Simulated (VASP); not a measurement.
Sn:

```xyz
2
Lattice="0.0000 3.3277 3.3277 3.3277 0.0000 3.3277 3.3277 3.3277 0.0000" Properties=species:S:1:pos:R:3 pbc="T T T"
Sn    0.0000    0.0000    0.0000
Sn    1.6639    1.6639    1.6639
```

* Program: VASP 6.6.1
* Task: relaxation of cell and atoms
* Functional: r2SCAN
* Potentials or basis: VASP PAW PBE potentials, release 64 (Sn_d)
* Cutoff: 600 eV
* k mesh: 6 × 6 × 6
* Occupations: fermi-dirac, width 0.02 eV
* Spin: no spin polarisation

At the start: pressure -1.5 GPa; volume 36.85 Å³/atom.

Task: Where does the relaxation end?

Result: Over 3 steps the energy falls by 6.8 meV/atom and the volume is 35.44 Å³/atom (-3.8 %); space group Fd-3m (No. 227, to 0.05 Å).

The path:
| step | energy change (eV) | largest force (eV/Å) | pressure (GPa) | volume (Å³) |
| --- | --- | --- | --- | --- |
| 1 | 0.0000 | 0.0000 | -1.49 | 73.70 |
| 2 | -0.0125 | 0.0000 | 0.49 | 70.09 |
| 3 | -0.0137 | 0.0000 | 0.00 | 70.88 |

Final structure:
```
CELL_PARAMETERS angstrom
0.00000 3.28475 3.28475
3.28475 0.00000 3.28475
3.28475 3.28475 0.00000
ATOMIC_POSITIONS crystal
Sn 0.00000 0.00000 0.00000
Sn 0.25000 0.25000 0.25000
```

Caveat: the PAW data sets were made with another functional, which shifts forces and pressure a little.
